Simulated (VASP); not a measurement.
**Al: relaxation of cell and atoms with PBE**

Crystal: Al.

```
Al
1.0
     2.86351    0.00000    0.00000
     1.43175    2.47987    0.00000
     1.43175    0.82662    2.33804
Al
1
Direct
  0.00000 0.00000 0.00000
```

```json
{
 "Program": "VASP 6.6.1",
 "Task": "relaxation of cell and atoms",
 "Functional": "PBE",
 "Potentials or basis": "VASP PAW PBE potentials, release 64 (Al)",
 "Cutoff": "500 eV",
 "k mesh": "14 × 14 × 14",
 "Occupations": "fermi-dirac, width 0.15 eV",
 "Spin": "no spin polarisation",
 "Target pressure": "10 GPa",
 "Dipole correction": "no",
 "Further INCAR settings": "ALGO = Normal; EDIFF = 1e-07; IBRION = 2; EDIFFG = -0.005; NSW = 80; ISIF = 3"
}
```

* Relaxed volume: 14.89 Å³/atom
* Relaxed cell: a = 2.761 Å, b = 2.761 Å, c = 2.761 Å, α = 60.00°, β = 60.00°, γ = 60.00°
* Space group after relaxing (to 0.05 Å): Fm-3m (No. 225)
* Energy change on relaxing (the enthalpy is what falls): +45.2 meV/atom
* Ionic steps: 3
* Pressure after relaxing: 10.0 GPa

Step by step:
```tsv
step	energy change (eV)	largest force (eV/Å)	pressure (GPa)	volume (Å³)
1	0.0000	0.0000	-0.51	16.60
2	0.1092	0.0000	17.07	14.12
3	0.0452	0.0000	9.99	14.89
```

Final structure:
```
Al
1.0
     2.76125    0.00000    0.00000
     1.38062    2.39131    0.00000
     1.38062    0.79710    2.25455
Al
1
Cartesian
  0.0000 0.0000 0.0000
```

Levels at points of the mesh, in eV from the Fermi level:
```tsv
k point	band 1	band 2	band 3	band 4
(0.00, 0.00, 0.00)	-11.85	13.22	13.22	13.22
(0.50, 0.00, 0.00)	-5.00	-4.51	11.96	11.96
(0.50, 0.50, 0.00)	-3.16	-1.62	5.29	6.11
```

It took 7.1 s on 1 thread of Intel(R) Xeon(R) 6975P-C (Granite Rapids) (shared host), peak memory 0.14 GiB.

Caveat: the cell is relaxed towards a set pressure, so the enthalpy falls and the energy may rise.
